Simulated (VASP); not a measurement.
# ZrN (Fm-3m) in VASP: further runs

The runs below take ZrN through single point, with PBE.

All numbers are computed with VASP 6.6.1; they aren't measurements. Logs are shortened: lines on timing, memory, paths and dates and some standing lists are left out, and cuts for length are marked.

**1. The cell of the first run**

Symmetry: Fm-3m, No. 225, cubic system. The conventional cell has a = 4.549 Å, b = 4.549 Å, c = 4.549 Å, α = 90.00°, β = 90.00°, γ = 90.00°. Within 3.0 Å of Zr (site symmetry m-3m) lie 6 N at 2.27 Å. Within 3.0 Å of N (site symmetry m-3m) lie 6 Zr at 2.27 Å.

**2. Single point, PBE, collinear spin (11.76 Å³/atom)**

The input, INCAR:

```
PREC = Accurate ; ENCUT = 600
EDIFF = 1E-6 ; ISMEAR = 0
SIGMA = 0.15 ; LREAL = False
LASPH = True ; NELM = 200
ALGO = Normal ; ISIF = 2
LWAVE = False ; LCHARG = True
ISPIN = 2 ; MAGMOM = 0.2 0
LORBIT = 11 ; NUPDOWN = 0.2
LMAXMIX = 4 ; GGA = PE
LELF = True ; LVHAR = True
NBANDS = 20 ; GGA_COMPAT = False
```

The input, KPOINTS:

```
Automatic mesh
0
Gamma
  18 18 18
```

The input, POSCAR:

```
ZrN
1.0
    0.0000000000      2.2743205313      2.2743205313
    2.2743205313      0.0000000000      2.2743205313
    2.2743205313      2.2743205313      0.0000000000
Zr N
1 1
Direct
    0.0000000000      0.0000000000      0.0000000000
    0.5000000000      0.5000000000      0.5000000000
```

Potentials or basis: VASP PAW PBE potentials, release 64 (Zr_sv, N).

Started as:

```sh
$ cat potpaw_PBE.64/Zr_sv/POTCAR potpaw_PBE.64/N/POTCAR > POTCAR
$ mpirun -np 1 vasp_std > vasp.out
```

OUTCAR:

```text
PREC = Accurate
   ENCUT = 600
   EDIFF = 1E-6
   ISMEAR = 0
   LREAL = False
   LASPH = True
   NELM = 200
   ISIF = 2
   ISPIN = 2
   LORBIT = 11
   NUPDOWN = 0.2
   GGA = PE

 ion  position               nearest neighbor table
   1  0.000  0.000  0.000-   2 2.27   2 2.27   2 2.27   2 2.27   2 2.27   2 2.27
   2  0.500  0.500  0.500-   1 2.27   1 2.27   1 2.27   1 2.27   1 2.27   1 2.27

  LATTYP: Found a face centered cubic cell.
 ALAT       =     4.5486410626

  Lattice vectors:

 A1 = (   0.0000000000,   2.2743205313,   2.2743205313)
 A2 = (   2.2743205313,   0.0000000000,   2.2743205313)
 A3 = (   2.2743205313,   2.2743205313,   0.0000000000)

Analysis of symmetry for initial positions (statically):
=====================================================================
 Subroutine PRICEL returns:
 Original cell was already a primitive cell.

 Routine SETGRP: Setting up the symmetry group for a
 face centered cubic supercell.

 Subroutine GETGRP returns: Found 48 space group operations
 (whereof 48 operations were pure point group operations)
 out of a pool of 48 trial point group operations.

The static configuration has the point symmetry O_h .

Analysis of symmetry for dynamics (positions and initial velocities):
=====================================================================
 Subroutine PRICEL returns:
 Original cell was already a primitive cell.

 Routine SETGRP: Setting up the symmetry group for a
 face centered cubic supercell.

 Subroutine GETGRP returns: Found 48 space group operations
 (whereof 48 operations were pure point group operations)
 out of a pool of 48 trial point group operations.

The dynamic configuration has the point symmetry O_h .

Analysis of structural, dynamic, and magnetic symmetry:
=====================================================================
 Subroutine PRICEL returns:
 Original cell was already a primitive cell.

 Routine SETGRP: Setting up the symmetry group for a
 face centered cubic supercell.

 Subroutine GETGRP returns: Found 48 space group operations
 (whereof 48 operations were pure point group operations)
 out of a pool of 48 trial point group operations.

The overall configuration has the point symmetry O_h .

 Subroutine INISYM returns: Found 48 space group operations
 (whereof 48 operations are pure point group operations),
 and found     1 'primitive' translations

----------------------------------------------------------------------------------------

                                     Primitive cell

  volume of cell :      23.5280

  direct lattice vectors                    reciprocal lattice vectors
     0.000000000  2.274320531  2.274320531    -0.219845881  0.219845881  0.219845881
     2.274320531  0.000000000  2.274320531     0.219845881 -0.219845881  0.219845881
     2.274320531  2.274320531  0.000000000     0.219845881  0.219845881 -0.219845881

  length of vectors
     3.216374941  3.216374941  3.216374941     0.380784235  0.380784235  0.380784235

  position of ions in fractional coordinates (direct lattice)
     0.000000000  0.000000000  0.000000000
     0.500000000  0.500000000  0.500000000

  ion indices of the primitive-cell ions
   primitive index   ion index
                 1           1
                 2           2

----------------------------------------------------------------------------------------

 KPOINTS: Automatic mesh

Automatic generation of k-mesh.
 Grid dimensions read from file:
 generate k-points for:   18   18   18

 Generating k-lattice:

  Cartesian coordinates                     Fractional coordinates (reciprocal lattice)
    -0.012213660  0.012213660  0.012213660     0.055555556  0.000000000  0.000000000
     0.012213660 -0.012213660  0.012213660     0.000000000  0.055555556  0.000000000
     0.012213660  0.012213660 -0.012213660     0.000000000  0.000000000  0.055555556

  Length of vectors
     0.021154680  0.021154680  0.021154680

  Shift w.r.t. Gamma in fractional coordinates (k-lattice)
     0.000000000  0.000000000  0.000000000

 Subroutine IBZKPT returns following result:
 ===========================================

 Found    195 irreducible k-points:

 Following reciprocal coordinates:
            Coordinates               Weight
  0.000000  0.000000  0.000000      1.000000
  0.055556  0.000000  0.000000      8.000000
  0.111111  0.000000  0.000000      8.000000
  0.166667  0.000000  0.000000      8.000000
  0.222222  0.000000  0.000000      8.000000
  0.277778  0.000000  0.000000      8.000000
[... 16 lines left out ...]
 -0.277778  0.055556  0.000000     24.000000
 -0.222222  0.055556  0.000000     24.000000
 [... further k-points ...]
   k-points           NKPTS =    195   k-points in BZ     NKDIM =    195   number of bands    NBANDS=     20
   number of dos      NEDOS =    301   number of ions     NIONS =      2
   total plane-waves  NPLWV =  21952
   dimension x,y,z NGX =    28 NGY =   28 NGZ =   28
   dimension x,y,z NGXF=    56 NGYF=   56 NGZF=   56
   ions per type =               1   1
   NGX,Y,Z   is equivalent  to a cutoff of  14.47, 14.47, 14.47 a.u.
   NGXF,Y,Z  is equivalent  to a cutoff of  28.94, 28.94, 28.94 a.u.
 SYSTEM =  unknown system
   PREC   = accura    normal or accurate (medium, high low for compatibility)
   ISTART =      0    job   : 0-new  1-cont  2-samecut
   ICHARG =      2    charge: 1-file 2-atom 10-const
   ISPIN  =      2    spin polarized calculation?
   LNONCOLLINEAR =      F non collinear calculations
   LSORBIT =      F    spin-orbit coupling
   LASPH  =      T    aspherical Exc in radial PAW
   ENCUT  =  600.0 eV  44.10 Ry    6.64 a.u.   6.42  6.42  6.42*2*pi/ulx,y,z
   NELM   =    200;   NELMIN=  2; NELMDL= -5     # of ELM steps
   EDIFF  = 0.1E-05   stopping-criterion for ELM
   LREAL  =      F    real-space projection
   EDIFFG = 0.1E-04   stopping-criterion for IOM
   NSW    =      0    number of steps for IOM
   IBRION =     -1    ionic relax: 0-MD 1-quasi-New 2-CG
   NFREE  =      0    steps in history (QN), initial steepest desc. (CG)
   ISIF   =      2    stress and relaxation
   ISYM   =      2    0-nonsym 1-usesym 2-fastsym
   POTIM  = 0.5000    time-step for ionic-motion
   TEBEG  =    0.0;   TEEND  =   0.0 temperature during run
   PSTRESS=    0.0 pullay stress
   NELECT =      17.0000    total number of electrons
   NUPDOWN=       0.2000    fix difference up-down
   EMIN   =  10.00;   EMAX   =-10.00  energy-range for DOS
   EFERMI =   0.00;   METHOD = LEGACY
   ISMEAR =     0;   SIGMA  =   0.15  broadening in eV -4-tet -1-fermi 0-gaus
   EFERMI_NEDOS =   21; number of points for ismear=-14 and -15
   IALGO  =     38    algorithm
   IMIX   =      4    mixing-type and parameters
     AMIX     =   0.40;   BMIX     =  1.00
     AMIX_MAG =   1.60;   BMIX_MAG =  1.00
  volume/ion in A,a.u.               =      11.76        79.39
  Fermi-wavevector in a.u.,A,eV,Ry     =   1.469026  2.776057 29.361879  2.158037
  Thomas-Fermi vector in A             =   2.584453
   LORBIT       =     11    0 simple, 1 ext, 2 COOP (PROOUT), +10 PAW based schemes
   GGA     = PE    functional components
   LHFCALC =     F    Hartree Fock is set to
   AEXX    =    0.0000 exact exchange contribution
   IVDW    =     0    specifies the selected vdW correction
   LEPSILON=     F    determine dielectric tensor
   LRPA    =     F    only Hartree local field effects (RPA)
 spin polarized calculation
 Gauss-broadening in eV      SIGMA  =   0.15
  energy-cutoff  :      600.00
  volume of cell :       23.53
 maximum number of plane-waves:       801
 NGX is ok and might be reduce to    28
   NGX = 13   NGY = 13   NGZ = 13

 number of electron      17.0000000 magnetization       0.2000000

 Free energy of the ion-electron system (eV)
  ---------------------------------------------------
  ext. energy  EPLUGINS =         0.00000000
  ---------------------------------------------------
  free energy    TOTEN  =       -20.33341458 eV

  energy without entropy =      -20.32688874  energy(sigma->0) =      -20.33015166

 E-fermi :  12.0582     XC(G=0): -12.6282

 val. band max:       12.5085876154   @ k =  -0.4444   0.2778   0.1111
 cond. band min:      12.0591582595   @ k =   0.5000   0.2778   0.1111
 fundamental gap:     -0.4494293559
 Fermi energy:        12.5184059283

 spin component 1

 k-point     1 :       0.0000    0.0000    0.0000
  band No.  band energies     occupation
      1     -37.2805      1.00000
      2     -14.8828      1.00000
      3     -14.8828      1.00000
      4     -14.8828      1.00000
      5      -4.1247      1.00000
      6       9.5678      1.00000
[... 12 lines left out ...]
     19      37.3782      0.00000
     20      37.3782      0.00000
[... 507 lines left out ...]
 k-point    24 :      -0.2222    0.0556    0.0000
  band No.  band energies     occupation
      1     -37.2036      1.00000
      2     -15.5195      1.00000
      3     -14.9737      1.00000
      4     -14.9148      1.00000
      5      -3.0548      1.00000
      6       6.5789      1.00000
[... 12 lines left out ...]
     19      36.2596      0.00000
     20      37.3099      0.00000

 [... further k-points ...]

 spin component 2

 k-point     1 :       0.0000    0.0000    0.0000
  band No.  band energies     occupation
      1     -37.2083      1.00000
      2     -14.7984      1.00000
      3     -14.7984      1.00000
      4     -14.7984      1.00000
      5      -4.0662      1.00000
      6       9.6115      1.00000
[... 12 lines left out ...]
     19      37.5297      0.00000
     20      37.5297      0.00000
[... 507 lines left out ...]
 k-point    24 :      -0.2222    0.0556    0.0000
  band No.  band energies     occupation
      1     -37.1320      1.00000
      2     -15.4327      1.00000
      3     -14.8885      1.00000
      4     -14.8298      1.00000
      5      -3.0018      1.00000
      6       6.6643      1.00000
[... 12 lines left out ...]
     19      36.3448      0.00000
     20      37.3962      0.00000

 [... further k-points ...]

------------------------ aborting loop because EDIFF is reached ----------------------------------------

  FORCE on cell =-STRESS in cart. coord.  units (eV):
  Direction    XX          YY          ZZ          XY          YZ          ZX
  --------------------------------------------------------------------------------------
  -------------------------------------------------------------------------------------
  Total        1.2391666      1.2391666      1.2391666      0.0000000      0.0000000      0.0000000
  in kB       84.3830567     84.3830567     84.3830567      0.0000000      0.0000000      0.0000000
  external PRESSURE =      84.3830567 kB  Pullay stress =       0.0000000 kB

 VOLUME and BASIS-vectors are now :
 -----------------------------------------------------------------------------
  energy-cutoff  :      600.00
  volume of cell :       23.53
      direct lattice vectors                 reciprocal lattice vectors
     0.000000000  2.274320531  2.274320531    -0.219845881  0.219845881  0.219845881
     2.274320531  0.000000000  2.274320531     0.219845881 -0.219845881  0.219845881
     2.274320531  2.274320531  0.000000000     0.219845881  0.219845881 -0.219845881

 POSITION                                       TOTAL-FORCE (eV/Angst)
 -----------------------------------------------------------------------------------
      0.00000      0.00000      0.00000         0.000000      0.000000     -0.000000
      2.27432      2.27432      2.27432        -0.000000     -0.000000      0.000000
 -----------------------------------------------------------------------------------
    total drift:                                0.000000      0.000000      0.000000

  FREE ENERGIE OF THE ION-ELECTRON SYSTEM (eV)
  ---------------------------------------------------
  free  energy   TOTEN  =       -20.3334145783 eV

  energy  without entropy=      -20.3268887428  energy(sigma->0) =      -20.33015166

 total charge

# of ion       s       p       d       tot
------------------------------------------
    1        2.165   6.038   1.703   9.906
    2        1.242   2.482   0.000   3.724
--------------------------------------------------
tot          3.406   8.521   1.703  13.630

 magnetization (x)

# of ion       s       p       d       tot
------------------------------------------
    1        0.002   0.001   0.114   0.116
    2        0.000   0.018   0.000   0.018
--------------------------------------------------
tot          0.002   0.018   0.114   0.135
```

Run time: 8.9 min. Hardware: 1 thread of Oxide Virtual Turin-like, shared host; peak memory 0.27 GiB.

Results:

| Property | Result |
| --- | --- |
| Free energy | -20.3334 eV |
| Pressure | 8.4 GPa |
| Net moment | 0.20 μB per cell |
| Site moments | Zr +0.12; N +0.02 μB |
| Valence electrons inside the program's atomic spheres | Zr 9.91; N 3.72 |

Caveat: the cell stands under pressure; the total moment is fixed, so each spin has its own Fermi level and the state may be an excited one.

**3. Single point, PBE, collinear spin (11.76 Å³/atom)**

The input, INCAR:

```
PREC = Accurate
ENCUT = 600
EDIFF = 1E-6
ISMEAR = 0
SIGMA = 0.15
LREAL = False
LASPH = True
NELM = 200
ALGO = Normal
ISIF = 2
LWAVE = False
LCHARG = True
ISPIN = 2
MAGMOM = 0.4 0
LORBIT = 11
NUPDOWN = 0.4
LMAXMIX = 4
GGA = PE
LELF = True
LVHAR = True
NBANDS = 20
GGA_COMPAT = False
```

KPOINTS is that of step 2.

POSCAR is that of step 2.

Potentials or basis: VASP PAW PBE potentials, release 64 (Zr_sv, N).

Started as:

```sh
$ cat potpaw_PBE.64/Zr_sv/POTCAR potpaw_PBE.64/N/POTCAR > POTCAR
$ mpirun -np 1 vasp_std > vasp.out
```

It took 6 min on 1 thread of Oxide Virtual Turin-like, shared host; peak memory 0.26 GiB.

Results (log left out):

| Property | Result |
| --- | --- |
| Free energy | -20.2596 eV |
| Pressure | 9.2 GPa |
| Net moment | 0.40 μB per cell |
| Site moments | Zr +0.23; N +0.04 μB |
| Valence electrons inside the program's atomic spheres | Zr 9.91; N 3.73 |

Caveat: the cell stands under pressure; the total moment is fixed, so each spin has its own Fermi level and the state may be an excited one.

**4. Single point, PBE, collinear spin (11.76 Å³/atom)**

The input, INCAR:

```
SYSTEM = ZrN
PREC = Accurate
ENCUT = 600
EDIFF = 1E-6
ISMEAR = 0
SIGMA = 0.15
LREAL = .False.
LASPH = .True.
NELM = 200
ALGO = Normal
ISIF = 2
LWAVE = .False.
LCHARG = .True.
ISPIN = 2
MAGMOM = 1 0
LORBIT = 11
NUPDOWN = 1.0
LMAXMIX = 4
GGA = PE
LELF = .True.
LVHAR = .True.
NBANDS = 20
GGA_COMPAT = .False.
```

The input, KPOINTS:

```
regular mesh
0
Gamma
  18 18 18
  0 0 0
```

POSCAR is that of step 3.

Started as:

```sh
$ cat potpaw_PBE.64/Zr_sv/POTCAR potpaw_PBE.64/N/POTCAR > POTCAR
$ mpirun -np 1 vasp_std > vasp.out
```

Run time: 5 min. Hardware: 1 thread of Oxide Virtual Turin-like, shared host; peak memory 0.27 GiB.

The run converged. Its results:

| Property | Result |
| --- | --- |
| Free energy | -19.6492 eV |
| Pressure | 14.9 GPa |
| Net moment | 1.00 μB per cell |
| Site moments | Zr +0.56; N +0.10 μB |
| Valence electrons inside the program's atomic spheres | Zr 9.92; N 3.73 |

Caveat: the cell stands under pressure; the total moment is fixed, so each spin has its own Fermi level and the state may be an excited one.

**5. Summary**

| fixed moment (μB) | pressure (GPa) | moment (μB) |
| --- | --- | --- |
| 0.2 | 8.4 | 0.20 |
| 0.4 | 9.2 | 0.40 |
| 1.0 | 14.9 | 1.00 |

Alike in all rows: task single point; level PBE; potentials or basis VASP PAW PBE potentials, release 64 (Zr_sv, N); spin collinear; cell as given; k mesh 18 × 18 × 18; cutoff (eV) 600; smearing gaussian 0.15 eV.

Caveats: the cell stands under pressure; the total moment is fixed, so each spin has its own Fermi level and the state may be an excited one.

Absolute energies hang on the potentials; compare differences alone.
